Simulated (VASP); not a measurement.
# TiC (Fm-3m) in VASP: single point with PBE

Aim: the single point of TiC with PBE.

All numbers are computed with VASP 6.6.1; they aren't measurements. Logs are shortened: lines on timing, memory, paths and dates and some standing lists are left out, and cuts for length are marked.

## Step 1: The cell of the first run

Symmetry: Fm-3m, No. 225, cubic system. Conventional cell: a = 4.319 Å, b = 4.319 Å, c = 4.319 Å, α = 90.00°, β = 90.00°, γ = 90.00°. Within 2.9 Å of Ti (site symmetry m-3m) lie 6 C at 2.16 Å. C (site symmetry m-3m) has 6 Ti at 2.16 Å within 2.9 Å.

## Step 2: Single point, PBE

File INCAR:

```
SYSTEM = TiC
PREC = Accurate
ENCUT = 600
EDIFF = 1E-6
ISMEAR = 1
SIGMA = 0.15
LREAL = .FALSE.
LASPH = .TRUE.
NELM = 120
ALGO = Normal
ISIF = 2
LWAVE = .FALSE.
LCHARG = .FALSE.
GGA = PE
NBANDS = 24
GGA_COMPAT = .FALSE.
```

File KPOINTS:

```
Automatic mesh
0
G
  8 8 4
  0 0 0
```

File POSCAR:

```
TiC
1.0
    0.0000000000      2.1593000000      2.1593000000
    2.1593000000      0.0000000000      2.1593000000
    4.3186000000      4.3186000000      0.0000000000
Ti C
2 2
Direct
    0.0000000000      0.0000000000      0.0000000000
    0.0000000000      0.0000000000      0.5000000000
    0.5000000000      0.5000000000      0.2500000000
    0.5000000000      0.5000000000      0.7500000000
```

Potentials or basis: VASP PAW PBE potentials, release 64 (Ti_sv, C).

On the command line:

```
$ cat potpaw_PBE.64/Ti_sv/POTCAR potpaw_PBE.64/C/POTCAR > POTCAR
$ mpirun -np 1 vasp_std > vasp.out
```

OUTCAR:

```text
SYSTEM = TiC
   PREC = Accurate
   ENCUT = 600
   EDIFF = 1E-6
   ISMEAR = 1
   LREAL = .FALSE.
   LASPH = .TRUE.
   NELM = 120
   ISIF = 2
   GGA = PE

 ion  position               nearest neighbor table
   1  0.000  0.000  0.000-   4 2.16   3 2.16   4 2.16   3 2.16   4 2.16   3 2.16
   2  0.000  0.000  0.500-   3 2.16   3 2.16   4 2.16   3 2.16   4 2.16   4 2.16
   3  0.500  0.500  0.250-   1 2.16   1 2.16   2 2.16   1 2.16   2 2.16   2 2.16
   4  0.500  0.500  0.750-   2 2.16   1 2.16   2 2.16   1 2.16   2 2.16   1 2.16

  LATTYP: Found a trigonal (rhomboedric) cell.
 ALAT       =     5.2891832016
 COS(alpha) =     0.8333333333

  Lattice vectors:

 A1 = (   4.3186000000,   2.1593000000,  -2.1593000000)
 A2 = (   2.1593000000,   2.1593000000,  -4.3186000000)
 A3 = (   2.1593000000,   4.3186000000,  -2.1593000000)

Analysis of symmetry for initial positions (statically):
=====================================================================
 Subroutine PRICEL returns following result:

  LATTYP: Found a face centered cubic cell.
 ALAT       =     4.3186000000

  Lattice vectors:

 A1 = (   0.0000000000,   2.1593000000,   2.1593000000)
 A2 = (   2.1593000000,   0.0000000000,   2.1593000000)
 A3 = (   2.1593000000,   2.1593000000,   0.0000000000)

   2 primitive cells build up your supercell.

 Routine SETGRP: Setting up the symmetry group for a
 trigonal (rhombohedral) supercell.

 Subroutine GETGRP returns: Found 12 space group operations
 (whereof 12 operations were pure point group operations)
 out of a pool of 12 trial point group operations.

The static configuration has the point symmetry D_3d.

Analysis of symmetry for dynamics (positions and initial velocities):
=====================================================================
 Subroutine PRICEL returns following result:

  LATTYP: Found a face centered cubic cell.
 ALAT       =     4.3186000000

  Lattice vectors:

 A1 = (   0.0000000000,   2.1593000000,   2.1593000000)
 A2 = (   2.1593000000,   0.0000000000,   2.1593000000)
 A3 = (   2.1593000000,   2.1593000000,   0.0000000000)

   2 primitive cells build up your supercell.

 Routine SETGRP: Setting up the symmetry group for a
 trigonal (rhombohedral) supercell.

 Subroutine GETGRP returns: Found 12 space group operations
 (whereof 12 operations were pure point group operations)
 out of a pool of 12 trial point group operations.

The dynamic configuration has the point symmetry D_3d.

 Subroutine INISYM returns: Found 12 space group operations
 (whereof 12 operations are pure point group operations),
 and found     2 'primitive' translations

----------------------------------------------------------------------------------------

                                     Primitive cell

  volume of cell :      20.1358

  direct lattice vectors                    reciprocal lattice vectors
     0.000000000  2.159300000  2.159300000    -0.231556523  0.231556523  0.231556523
     2.159300000  0.000000000  2.159300000     0.231556523 -0.231556523  0.231556523
     2.159300000  2.159300000  0.000000000     0.231556523  0.231556523 -0.231556523

  length of vectors
     3.053711345  3.053711345  3.053711345     0.401067663  0.401067663  0.401067663

  position of ions in fractional coordinates (direct lattice)
     0.000000000  0.000000000  0.000000000
     0.500000000  0.500000000  0.500000000

  ion indices of the primitive-cell ions
   primitive index   ion index
                 1           1
                 2           3

----------------------------------------------------------------------------------------

 KPOINTS: Automatic mesh

Automatic generation of k-mesh.
 Grid dimensions read from file:
 generate k-points for:    8    8    4

 Generating k-lattice:

  Cartesian coordinates                     Fractional coordinates (reciprocal lattice)
    -0.028944565  0.028944565  0.028944565     0.125000000  0.000000000  0.000000000
     0.028944565 -0.028944565  0.028944565     0.000000000  0.125000000  0.000000000
     0.028944565  0.028944565 -0.028944565     0.000000000  0.000000000  0.250000000

  Length of vectors
     0.050133458  0.050133458  0.050133458

  Shift w.r.t. Gamma in fractional coordinates (k-lattice)
     0.000000000  0.000000000  0.000000000

 -----------------------------------------------------------------------------
|                                                                             |
|           W    W    AA    RRRRR   N    N  II  N    N   GGGG   !!!           |
|           W    W   A  A   R    R  NN   N  II  NN   N  G    G  !!!           |
|           W    W  A    A  R    R  N N  N  II  N N  N  G       !!!           |
|           W WW W  AAAAAA  RRRRR   N  N N  II  N  N N  G  GGG   !            |
|           WW  WW  A    A  R   R   N   NN  II  N   NN  G    G                |
|           W    W  A    A  R    R  N    N  II  N    N   GGGG   !!!           |
|                                                                             |
|     Your reciprocal lattice and k-lattice belong to different lattice       |
|     classes:                                                                |
|                                                                             |
|        The reciprocal lattice is rhombohedral (trigonal),                   |
|        whereas your k-lattice is body-centered cubic.                       |
|                                                                             |
|     Results are often still useful ...                                      |
|                                                                             |
 -----------------------------------------------------------------------------

 Subroutine IBZKPT returns following result:
 ===========================================

 Found     35 irreducible k-points:

 Following reciprocal coordinates:
            Coordinates               Weight
  0.000000  0.000000  0.000000      1.000000
  0.125000  0.000000  0.000000      6.000000
  0.250000  0.000000  0.000000      6.000000
  0.375000  0.000000  0.000000      6.000000
  0.500000  0.000000  0.000000      3.000000
  0.125000  0.125000  0.000000      6.000000
[... 16 lines left out ...]
  0.500000  0.000000  0.250000      6.000000
 -0.250000  0.000000  0.250000      6.000000
 [... further k-points ...]
   k-points           NKPTS =     35   k-points in BZ     NKDIM =     35   number of bands    NBANDS=     24
   number of dos      NEDOS =    301   number of ions     NIONS =      4
   total plane-waves  NPLWV =  28800
   dimension x,y,z NGX =    24 NGY =   24 NGZ =   50
   dimension x,y,z NGXF=    48 NGYF=   48 NGZF=  100
   ions per type =               2   2
   NGX,Y,Z   is equivalent  to a cutoff of  13.07, 13.07, 13.61 a.u.
   NGXF,Y,Z  is equivalent  to a cutoff of  26.13, 26.13, 27.22 a.u.
 SYSTEM =  TiC
   PREC   = accura    normal or accurate (medium, high low for compatibility)
   ISTART =      0    job   : 0-new  1-cont  2-samecut
   ICHARG =      2    charge: 1-file 2-atom 10-const
   ISPIN  =      1    spin polarized calculation?
   LNONCOLLINEAR =      F non collinear calculations
   LSORBIT =      F    spin-orbit coupling
   LASPH  =      T    aspherical Exc in radial PAW
   ENCUT  =  600.0 eV  44.10 Ry    6.64 a.u.   6.10  6.10 12.20*2*pi/ulx,y,z
   NELM   =    120;   NELMIN=  2; NELMDL= -5     # of ELM steps
   EDIFF  = 0.1E-05   stopping-criterion for ELM
   LREAL  =      F    real-space projection
   EDIFFG = 0.1E-04   stopping-criterion for IOM
   NSW    =      0    number of steps for IOM
   IBRION =     -1    ionic relax: 0-MD 1-quasi-New 2-CG
   NFREE  =      0    steps in history (QN), initial steepest desc. (CG)
   ISIF   =      2    stress and relaxation
   ISYM   =      2    0-nonsym 1-usesym 2-fastsym
   POTIM  = 0.5000    time-step for ionic-motion
   TEBEG  =    0.0;   TEEND  =   0.0 temperature during run
   PSTRESS=    0.0 pullay stress
   NELECT =      32.0000    total number of electrons
   NUPDOWN=      -1.0000    fix difference up-down
   EMIN   =  10.00;   EMAX   =-10.00  energy-range for DOS
   EFERMI =   0.00;   METHOD = LEGACY
   ISMEAR =     1;   SIGMA  =   0.15  broadening in eV -4-tet -1-fermi 0-gaus
   EFERMI_NEDOS =   21; number of points for ismear=-14 and -15
   IALGO  =     38    algorithm
   IMIX   =      4    mixing-type and parameters
     AMIX     =   0.40;   BMIX     =  1.00
     AMIX_MAG =   1.60;   BMIX_MAG =  1.00
  volume/ion in A,a.u.               =      10.07        67.94
  Fermi-wavevector in a.u.,A,eV,Ry     =   1.516323  2.865436 31.283015  2.299237
  Thomas-Fermi vector in A             =   2.625728
   LORBIT       =      0    0 simple, 1 ext, 2 COOP (PROOUT), +10 PAW based schemes
   GGA     = PE    functional components
   LHFCALC =     F    Hartree Fock is set to
   AEXX    =    0.0000 exact exchange contribution
   IVDW    =     0    specifies the selected vdW correction
   LEPSILON=     F    determine dielectric tensor
   LRPA    =     F    only Hartree local field effects (RPA)
 non-spin polarized calculation
 Methfessel and Paxton  Order N= 1 SIGMA  =   0.15
  energy-cutoff  :      600.00
  volume of cell :       40.27
 maximum number of plane-waves:      1360
   NGX = 13   NGY = 13   NGZ = 25

 number of electron      32.0000000 magnetization

 Free energy of the ion-electron system (eV)
  ---------------------------------------------------
  ext. energy  EPLUGINS =         0.00000000
  ---------------------------------------------------
  free energy    TOTEN  =       -37.41177119 eV

  energy without entropy =      -37.41129735  energy(sigma->0) =      -37.41161325

 E-fermi :   9.4668     XC(G=0): -12.7435

 val. band max:        9.2726011056   @ k =   0.3750   0.3750   0.0000
 cond. band min:       9.4921588312   @ k =   0.5000   0.0000   0.0000
 fundamental gap:      0.2195577256
 Fermi energy:         9.4668039458

 k-point     1 :       0.0000    0.0000    0.0000
  band No.  band energies     occupation
      1     -47.0483      2.00000
      2     -46.9725      2.00000
      3     -23.5804      2.00000
      4     -23.1174      2.00000
      5     -23.1174      2.00000
      6     -23.0681      2.00000
[... 16 lines left out ...]
     23      12.4658     -0.00000
     24      13.6643      0.00000
[... 598 lines left out ...]
      2     -46.9764      2.00000
      3     -23.4098      2.00000
      4     -23.3912      2.00000
      5     -23.1929      2.00000
      6     -23.1800      2.00000
[... 16 lines left out ...]
     23      13.9166      0.00000
     24      14.7448      0.00000

 [... further k-points ...]

------------------------ aborting loop because EDIFF is reached ----------------------------------------

  FORCE on cell =-STRESS in cart. coord.  units (eV):
  Direction    XX          YY          ZZ          XY          YZ          ZX
  --------------------------------------------------------------------------------------
  -------------------------------------------------------------------------------------
  Total        0.6759312      0.6759312      0.6759312     -0.0000035      0.0000035      0.0000035
  in kB       26.8914429     26.8914429     26.8914429     -0.0001408      0.0001408      0.0001408
  external PRESSURE =      26.8914429 kB  Pullay stress =       0.0000000 kB

 VOLUME and BASIS-vectors are now :
 -----------------------------------------------------------------------------
  energy-cutoff  :      600.00
  volume of cell :       40.27
      direct lattice vectors                 reciprocal lattice vectors
     0.000000000  2.159300000  2.159300000    -0.231556523  0.231556523  0.231556523
     2.159300000  0.000000000  2.159300000     0.231556523 -0.231556523  0.231556523
     4.318600000  4.318600000  0.000000000     0.115778261  0.115778261 -0.115778261

 POSITION                                       TOTAL-FORCE (eV/Angst)
 -----------------------------------------------------------------------------------
      0.00000      0.00000      0.00000        -0.000000     -0.000000      0.000000
      2.15930      2.15930      0.00000         0.000000      0.000000     -0.000000
      2.15930      2.15930      2.15930         0.000000      0.000000     -0.000000
      4.31860      4.31860      2.15930        -0.000000      0.000000      0.000000
 -----------------------------------------------------------------------------------
    total drift:                                0.000000     -0.000000     -0.000000

  FREE ENERGIE OF THE ION-ELECTRON SYSTEM (eV)
  ---------------------------------------------------
  free  energy   TOTEN  =       -37.4117711943 eV

  energy  without entropy=      -37.4112973487  energy(sigma->0) =      -37.41161325
```

It took 76 s on 1 thread of Intel Xeon 8259CL, shared host; peak memory 0.19 GiB.

Results:

| Property | Result |
| --- | --- |
| Free energy | -37.4118 eV |
| Pressure | 2.7 GPa |
| Band gap on the k mesh | zero (bands 16 and 17 overlap by 1.10 eV) |

Levels at points of the mesh, in eV from the Fermi level:
```
           k point  band 12  band 13  band 14  band 15  band 16  band 17  band 18  band 19  band 20  band 21
(0.00, 0.00, 0.00)    -2.87    -2.87     0.75     0.75     0.75     1.74     1.74     1.74     1.78     1.78
(0.50, 0.00, 0.00)    -3.39    -2.87    -2.87    -1.59     0.03     0.03     2.79     3.00     3.00     3.61
(0.00, 0.00, 0.50)    -2.70    -1.66    -1.66    -1.66    -1.66     1.83     1.83     1.83     1.83     2.91
(0.50, 0.00, 0.50)    -4.28    -2.84    -2.84    -1.83    -1.83     1.53     1.53     3.25     3.25     3.91
```

The gap in the log of VASP goes by the Fermi energy; the results here count the filled bands.